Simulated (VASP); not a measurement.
## ZrWS3: single point with PBE

ZrWS3:

```
Zr W S
1.0
     4.92720    0.00000    0.00000
     0.00000    4.92720    0.00000
     0.00000    0.00000    4.92720
Zr W S
1 1 3
Direct
  0.50000 0.50000 0.50000
  0.00000 0.00000 0.00000
  0.50000 0.50000 0.00000
  0.00000 0.50000 0.50000
  0.50000 0.00000 0.50000
```

```json
{
 "Program": "VASP 6.6.1",
 "Task": "single point",
 "Functional": "PBE",
 "Potentials or basis": "VASP PAW PBE potentials, release 64 (Zr_sv, W_sv, S)",
 "Cutoff": "520 eV",
 "k mesh": "4 × 4 × 4",
 "Occupations": "gaussian, width 0.1 eV",
 "Spin": "collinear spin, ferrimagnetic start",
 "Starting moments": "[0.05, 4.03, -0.11, -0.11, -0.11] μB",
 "Dipole correction": "no",
 "Further INCAR settings": "ALGO = Normal; EDIFF = 1e-06; NBANDS = 34"
}
```

- Pressure: -0.4 GPa
- Band gap on the k mesh: zero (filled and empty bands overlap)
- Net moment: 3.99 μB per cell
- Site moments: Zr +0.07; W +3.21; S -0.09 μB
- Valence electrons inside the program's atomic spheres: Zr 9.75; W 11.49; S 3.74

Levels at points of the mesh, in eV from the Fermi level:
Spin up:
```tsv
k point	band 22	band 23	band 24	band 25	band 26	band 27
(0.00, 0.00, 0.00)	-1.18	-1.18	-0.86	-0.86	-0.86	0.62
(0.50, 0.00, 0.00)	-0.82	0.24	0.33	0.36	0.36	1.45
(0.50, 0.50, 0.00)	-0.72	-0.02	-0.02	0.39	0.48	2.90
(0.50, 0.50, 0.50)	-0.73	-0.73	-0.19	-0.19	-0.19	3.21
```
Spin down:
```csv
k point,band 17,band 18,band 19,band 20,band 21,band 22,band 23,band 24
"(0.00, 0.00, 0.00)",-1.62,-0.91,-0.91,-0.91,0.08,0.08,0.08,0.35
"(0.50, 0.00, 0.00)",-3.06,-2.31,-1.19,-1.19,0.38,1.53,1.83,2.31
"(0.50, 0.50, 0.00)",-2.47,-2.47,-2.30,-0.54,1.63,1.79,2.14,2.18
"(0.50, 0.50, 0.50)",-4.33,-0.38,-0.38,-0.38,0.35,1.61,1.61,1.61
```

Wall time 2.1 min on 1 thread of Oxide Virtual Turin-like Processor, on a shared host, peak memory 0.28 GiB.

Caveat: spin-orbit coupling is left out, which moves the levels of the heavy elements.
